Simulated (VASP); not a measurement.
Set up this calculation in VASP 6.6.1, as the native input.

```yaml
Task: single point
Functional: PBEsol
Potentials_or_basis: VASP PAW PBE potentials, release 64 (Si, O, H)
Cutoff: 520 eV
k_mesh: 1 × 1 × 1
Occupations: fermi-dirac, width 0.05 eV
Spin: collinear spin
Dipole_correction: no
Further_INCAR_settings: LREAL = Auto; ALGO = Normal; EDIFF = 1e-06; NBANDS = 162
```

The structure of Si16HO32 (a cell with a defect) lies in POSCAR:

```
Si16HO32
1.0
  -10.0780000000      0.0000000000      0.0000000000
    0.0000000000     -8.7640000000      0.0000000000
    0.0000000000      0.0000000000      8.2350000000
Si O H
16 32 1
Direct
    0.4836971621      0.3607713373      0.5628901032
    0.5220678706      0.6906663624      0.0478809957
    0.5142488589      0.3593450479      0.9374499089
    0.4848680294      0.6844363304      0.4259137826
    0.2258384600      0.8519625742      0.5628051002
    0.2750248065      0.1742469192      0.0828172435
    0.2612820004      0.8405864902      0.9478567092
    0.2407819012      0.1913509813      0.4552884032
    0.9816531058      0.3215198539      0.5677474196
    0.0230998214      0.6415335463      0.0662052216
    0.0084242905      0.3150159744      0.9406557377
    0.9812165112      0.6379621178      0.4283910140
    0.7526493352      0.8117069831      0.5499210686
    0.7543163326      0.1480830671      0.0503703704
    0.7796586624      0.8219876769      0.9211900425
    0.7204703314      0.1661798266      0.4217000607
    0.4820599325      0.7297238704      0.2369641773
    0.5291426870      0.4279096303      0.7429265331
    0.4499007740      0.5089570972      0.4466909532
    0.5494244890      0.5047695116      0.0462173649
    0.6064993054      0.2617640347      0.5068245294
    0.3926771185      0.7271907805      0.9356162720
    0.3816034928      0.2737334550     -0.0212143291
    0.6136336575      0.7231515290      0.5141712204
    0.2956042866      0.2117982656      0.2733211900
    0.2079281603      0.8710178001      0.7714025501
    0.2071244295      0.0168416248      0.4836551305
    0.2921909109     -0.0061501597      0.0511839709
    0.3654098035      0.7851551803      0.5077959927
    0.1288549315      0.2035942492      1.0077717061
    0.1371204604      0.7570515746      0.0289010322
    0.3524806509      0.2500570516      0.5774984821
    0.0140801746      0.5723299863      0.2553976928
   -0.0118972018      0.2747261524      0.7552276867
    0.9496527089      0.5119694204      0.5715118397
    0.0537408216      0.4840940210     -0.0330176078
    0.1204405636      0.2910999544      0.4753734062
    0.8863167295      0.7325992697      1.0293139041
    0.8768108752      0.2751825650      0.0376684882
    0.1098233777      0.7411455956      0.4910261081
    0.7135741218      0.1118895482      0.2399878567
    0.8020440564      0.7808991328      0.7324590164
    0.7476582655      0.0017800091      0.5300789314
    0.8072633459     -0.0013692378     -0.0454523376
    0.8508731891      0.7407348243      0.4038979964
    0.6309089105      0.2186672752      0.9385792350
    0.6400079381      0.7777498859     -0.0289981785
    0.8551696765      0.2652898220      0.4603278689
   -0.0475094265     -0.0196827932      0.3288767456
```

These files were run (other wordings do the same):

INCAR

```
PREC = Accurate
ENCUT = 520
EDIFF = 1E-6
ISMEAR = -1
SIGMA = 0.05
LREAL = Auto
LASPH = T
NELM = 200
ALGO = Normal
ISIF = 2
LWAVE = F
LCHARG = F
ISPIN = 2
MAGMOM = 0 0 0 0 0 0 0 0 0 0 0 0 0 0 0 0 0 0 0 0 0 0 0 0 0 0 0 0 0 0 0 0 0 0 0 0 0 0 0 0 0 0 0 0 0 0 0 0 0.81
LORBIT = 11
GGA = PS
NBANDS = 162
GGA_COMPAT = F
```

KPOINTS

```
Automatic mesh
0
Gamma
  1 1 1
```

Potentials or basis: VASP PAW PBE potentials, release 64 (Si, O, H).

Run with:

```bash
$ cat potpaw_PBE.64/Si/POTCAR potpaw_PBE.64/O/POTCAR potpaw_PBE.64/H/POTCAR > POTCAR
$ mpirun -np 1 vasp_gam > vasp.out
```

It gave:

```
Pressure                                              : 2.0 GPa
Largest force                                         : 5.311 eV/Å
Band gap on the k mesh                                : 3.90 eV
Net moment                                            : 1.00 μB per cell
Site moments                                          : Si +0.00, -0.00 (each value once); O +0.00, +0.01, -0.00, +0.02 (each value once); H +0.36 μB
Valence electrons inside the program's atomic spheres : Si 1.62, 1.66, 1.61, 1.73, 1.59, 1.64, 1.67, 1.79, 1.71, 1.58, 1.75 (each value once); O 5.22, 5.14, 5.23, 5.27, 5.19, 5.25, 5.29, 5.24, 5.21, 5.16, 5.32, 5.20, 5.35 (each value once); H 0.38
```

Caveat: the k points lie up to 0.76 Å⁻¹ apart; the PAW data sets were made with another functional, which shifts forces and pressure a little.

Wall time 13 min on 1 thread of Intel Xeon 8259CL, with other jobs on the host, peak memory 1 GiB.
